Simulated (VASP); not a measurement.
A run of VASP 6.6.1 is set up as follows.

File INCAR:

```
  PREC = Accurate
  ENCUT = 520
  EDIFF = 1E-7
  ISMEAR = -1
  SIGMA = 0.05
  LREAL = False
  LASPH = True
  NELM = 60
  ALGO = Normal
  ISIF = 2
  LWAVE = False
  LCHARG = False
  GGA = PS
  IVDW = 12
  NBANDS = 41
```

Contents of KPOINTS:

```
regular mesh
0
Gamma
  4 4 1
```

The input POSCAR:

```
Al5InAs5P
1.0
    2.9390050000      2.9390050000      0.0000000000
   -2.9390050000      2.9390050000      0.0000000000
    0.0000000000      0.0000000000     16.7419170000
In Al P As
1 5 1 5
Direct
    0.0290420000      0.9998990000      0.9917490000
    0.0308520000      0.9745890000      0.3314460000
    0.0042490000      0.9942120000      0.6723880000
    0.5053770000      0.4883120000      0.1766150000
    0.5086760000      0.4765730000      0.5040460000
    0.4692530000      0.4513670000      0.8322580000
    0.4822390000      0.0195400000      0.0879110000
    0.5364740000      0.0067400000      0.4192950000
    0.4869730000      0.9485910000      0.7488170000
    0.9841500000      0.5256200000      0.2577120000
    0.9778540000      0.5053470000      0.5821380000
    0.9831090000      0.5224120000      0.9118270000
```

Potentials or basis: VASP PAW PBE potentials, release 64 (In_d, Al, P, As).

Command:

```bash
$ cat potpaw_PBE.64/In_d/POTCAR potpaw_PBE.64/Al/POTCAR potpaw_PBE.64/P/POTCAR potpaw_PBE.64/As/POTCAR > POTCAR
$ mpirun -np 1 vasp_std > vasp.out
```

(1) Estimate the band gap on the k mesh.

(2) Estimate the pressure.

(3) Estimate the dispersion energy per atom.

Results:

(1) 0.77 eV, direct.

(2) -3.0 GPa.

(3) -0.277 eV.

Caveat: the PAW data sets were made with another functional, which shifts forces and pressure a little; spin-orbit coupling is left out, which moves the levels of the heavy elements.
